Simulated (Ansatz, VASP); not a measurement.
Si2W in VASP and in Ansatz

```
Si W
1.0
    -1.63868    1.63868    3.81910
     1.63868   -1.63868    3.81910
     1.63868    1.63868   -3.81910
Si W
2 1
Direct
  0.32398 0.32398 0.00000
  0.67602 0.67602 0.00000
  0.00000 0.00000 0.00000
```

Alike in both runs: task single point; functional PBE; k mesh 18 × 18 × 18; occupations gaussian, width 0.15 eV; no spin polarisation.

```csv
,VASP,Ansatz
version,VASP 6.6.1,Ansatz 0.2.0
potentials or method,"VASP PAW PBE potentials, release 64 (Si, W_sv), cutoff 520 eV","scalar-relativistic, plane waves, PAW"
valence electrons in the cell,22,22
```

```csv
,VASP,Ansatz,Ansatz less VASP
gap on the k mesh at the Fermi level (eV),none,none,-
pressure (GPa),1.6,1.6,-0.03
"traceless stress, the component that is largest in VASP (GPa)",14.98,15.00,+0.020
rms of the force components (eV/Å),0.839,0.840,+0.0008
```

Atom by atom the forces differ by 0.001 eV/Å (rms over components). A gap of «none» marks a metal or a gap that the smearing closes.

Spin-orbit coupling is off throughout.
